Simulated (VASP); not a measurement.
A run of VASP 6.6.1 is set up as follows.

File INCAR:

```
SYSTEM = Sn
  PREC = Accurate
  ENCUT = 520
  EDIFF = 1E-6
  ISMEAR = 0
  SIGMA = 0.1
  LREAL = .FALSE.
  LASPH = .TRUE.
  NELM = 60
  ALGO = Normal
  ISIF = 2
  LWAVE = .FALSE.
  LCHARG = .FALSE.
  GGA = PS
  NBANDS = 21
```

The input KPOINTS:

```
Automatic mesh
0
G
  12 12 12
  0 0 0
```

The input POSCAR:

```
Sn
1.0
    0.0000000000      3.2707792321      3.2707792321
    3.2707792321      0.0000000000      3.2707792321
    3.2707792321      3.2707792321      0.0000000000
Sn
2
Direct
    0.5000000000      0.5000000000      0.5000000000
    0.7500000000      0.7500000000      0.7500000000
```

Potentials or basis: VASP PAW PBE potentials, release 64 (Sn_d).

Launch:

```console
$ cat potpaw_PBE.64/Sn_d/POTCAR > POTCAR
$ mpirun -np 1 vasp_std > vasp.out
```

Question: What does it give for the pressure?

Answer: -0.1 GPa.

Question: Predict the band gap on the k mesh.

Answer: Zero (band 14 reaches 5.32 eV, above the bottom of band 15 at 5.13 eV).

Caveat: the PAW data sets were made with another functional, which shifts forces and pressure a little; spin-orbit coupling is left out, which moves the levels of the heavy elements.
